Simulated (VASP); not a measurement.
Crystal: PbSe.

```xyz
4
Lattice="2.1549 -6.1339 0.0000 2.1549 6.1339 0.0000 0.0000 0.0000 4.4505" Properties=species:S:1:pos:R:3 pbc="T T T"
Pb    2.1549   -1.6164    3.3379
Pb    2.1549    1.6164    1.1126
Se    2.1549   -4.4323    3.3379
Se    2.1549    4.4323    1.1126
```

Base run:

```yaml
Program: VASP 6.6.1
Functional: PBEsol
Potentials_or_basis: VASP PAW PBE potentials, release 64 (Pb_d, Se)
Cutoff: 500 eV
k_mesh: 6 × 6 × 6
Occupations: gaussian, width 0.01 eV
Spin: no spin polarisation
```

Its results: band gap on the k mesh 1.07 eV (least direct gap 1.19 eV); pressure -1.7 GPa; largest force 0.056 eV/Å.

Task: The run is repeated on the same cell with these changes: functional from PBEsol to BLYP. What comes out?

Result: Band gap on the k mesh 1.18 eV (least direct gap 1.32 eV); pressure 4.5 GPa; largest force 0.228 eV/Å.

BLYP binds less tightly than PBEsol, so the same cell stands under more pressure.

Caveats: the PAW data sets were made with another functional, which shifts forces and pressure a little; spin-orbit coupling is left out, which moves the levels of the heavy elements; the cell stands under pressure (at least some runs).

A k mesh can miss the band edges.
